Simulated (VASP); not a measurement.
Write the native input for VASP 6.6.1 that does the following.

```
Task                   : single point
Functional             : r2SCAN
Potentials or basis    : VASP PAW PBE potentials, release 64 (As)
Cutoff                 : 520 eV
k mesh                 : 10 × 10 × 10
Occupations            : fermi-dirac, width 0.1 eV
Spin                   : no spin polarisation
Dipole correction      : no
Further INCAR settings : ALGO = Normal; EDIFF = 1e-06; NBANDS = 12
```

The system is As.

```xyz
2
Lattice="0.0000 2.9929 2.9929 2.9929 0.0000 2.9929 2.9929 2.9929 0.0000" Properties=species:S:1:pos:R:3 pbc="T T T"
As    0.7482    0.7482    0.7482
As    5.2375    5.2375    5.2375
```

This isn't the form of As at room conditions, which is rhombohedral.

The input as run:

POSCAR

```
As
1.0
    0.0000000000      2.9928832029      2.9928832029
    2.9928832029      0.0000000000      2.9928832029
    2.9928832029      2.9928832029      0.0000000000
As
2
Direct
    0.1250000000      0.1250000000      0.1250000000
    0.8750000000      0.8750000000      0.8750000000
```

INCAR.step1

```
SYSTEM = As
ALGO = Normal
EDIFF = 1E-4
ENCUT = 520
GGA = PE
ISMEAR = -1
LASPH = .TRUE.
LCHARG = .FALSE.
LREAL = .FALSE.
LWAVE = .TRUE.
NBANDS = 12
NELM = 60
PREC = Accurate
SIGMA = 0.1
```

INCAR.step2

```
SYSTEM = As
ALGO = Normal
EDIFF = 1E-6
ENCUT = 520
ISIF = 2
ISMEAR = -1
ISTART = 1
LASPH = .TRUE.
LCHARG = .TRUE.
LELF = .TRUE.
LMIXTAU = .TRUE.
LREAL = .FALSE.
LVHAR = .TRUE.
LWAVE = .FALSE.
METAGGA = R2SCAN
NBANDS = 12
NELM = 60
PREC = Accurate
SIGMA = 0.1
```

KPOINTS

```
k-points
0
G
  10 10 10
  0 0 0
```

Potentials or basis: VASP PAW PBE potentials, release 64 (As).

The run is started by

```bash
$ cat potpaw_PBE.64/As/POTCAR > POTCAR
$ cp INCAR.step1 INCAR
$ mpirun -np 1 vasp_std > vasp.out
$ cp INCAR.step2 INCAR
$ mpirun -np 1 vasp_std > vasp.out
```

Results of the run:

```json
{
  "Pressure": "2.0 GPa",
  "Band gap on the k mesh": "zero (bands 5 and 6 overlap by 1.63 eV)"
}
```

Caveat: the PAW data sets were made with another functional, which shifts forces and pressure a little.

Wall time 35 s on 1 thread of Intel(R) Xeon(R) 6975P-C (Granite Rapids), on a shared host, peak memory 0.19 GiB.
